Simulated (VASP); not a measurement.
Input of a VASP 6.6.1 run:

File INCAR:

```
  ALGO = Fast
  EDIFF = 1E-6
  ENCUT = 520
  GGA = PE
  ISIF = 2
  ISMEAR = 0
  LASPH = True
  LCHARG = True
  LELF = True
  LREAL = False
  LVHAR = True
  LWAVE = False
  NBANDS = 58
  NELM = 80
  PREC = Accurate
  SIGMA = 0.15
```

The input KPOINTS:

```
k-points
0
Gamma
  8 8 8
```

POSCAR

```
W3O
1.0
    5.2752631002      0.0000000000      0.0000000000
    0.0000000000      5.2752631002      0.0000000000
    0.0000000000      0.0000000000      4.6891227558
W O
6 2
Direct
    0.5000000000      0.7500000000      0.0000000000
    0.0000000000      0.5000000000      0.7500000000
    0.2500000000      0.0000000000      0.5000000000
    0.5000000000      0.2500000000      0.0000000000
    0.0000000000      0.5000000000      0.2500000000
    0.7500000000      0.0000000000      0.5000000000
    0.5000000000      0.5000000000      0.5000000000
    0.0000000000      0.0000000000      0.0000000000
```

Potentials or basis: VASP PAW PBE potentials, release 64 (W_sv, O).

Run with:

```bash
$ cat potpaw_PBE.64/W_sv/POTCAR potpaw_PBE.64/O/POTCAR > POTCAR
$ mpirun -np 1 vasp_std > vasp.out
```

Question: What does it give for the pressure?

Answer: -19.8 GPa.

Question: What does it give for the largest force?

Answer: 0.743 eV/Å.

Question: Estimate the band gap on the k mesh.

Answer: Zero (bands 48 and 49 overlap by 0.60 eV).

Forces on the atoms (eV/Å):
```
W    0.000  0.743  0.000
W    0.000  0.000  0.000
W    0.743  0.000  0.000
W    0.000 -0.743  0.000
W    0.000  0.000  0.000
W   -0.743  0.000  0.000
O    0.000  0.000  0.000
O    0.000  0.000  0.000
```

Caveat: the cell differs from its parent crystal (strain +0.080 along x and y, -0.040 along z); the stress differs along the axes, from -24 to -12 GPa; spin-orbit coupling is left out, which moves the levels of the heavy elements.
